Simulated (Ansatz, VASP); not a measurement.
## SnO in VASP and in Ansatz

```xyz
4
Lattice="3.8682 0.0000 0.0000 0.0000 3.8682 0.0000 0.0000 0.0000 5.0673" Properties=species:S:1:pos:R:3 pbc="T T T"
Sn    0.0000    1.9341    1.1591
Sn    1.9341    0.0000    3.9082
O    -0.1000    0.0000    0.0000
O     1.9341    1.9341    0.0000
```

Alike in both runs: task single point; functional PBE; k mesh 10 × 10 × 8; occupations gaussian, width 0.05 eV; no spin polarisation.

|  | VASP | Ansatz |
| --- | --- | --- |
| version | VASP 6.6.1 | Ansatz 0.2.0 |
| potentials or method | VASP PAW PBE potentials, release 64 (Sn_d, O), cutoff 520 eV | scalar-relativistic, plane waves, PAW |
| valence electrons in the cell | 40 | 40 |

|  | VASP | Ansatz | Ansatz less VASP |
| --- | --- | --- | --- |
| gap on the k mesh at the Fermi level (eV) | 0.50 | 0.50 | -0.009 |
| least direct gap on the mesh (eV) | 1.89 | 1.92 | +0.029 |
| pressure (GPa) | 0.5 | 0.3 | -0.18 |
| traceless stress, the component that is largest in VASP (GPa) | 0.61 | 0.56 | -0.046 |
| rms of the force components (eV/Å) | 0.254 | 0.246 | -0.0071 |

Atom by atom the forces differ by 0.032 eV/Å (rms over components). The functional is the same, so the differences come from potentials, cutoffs and numerics.
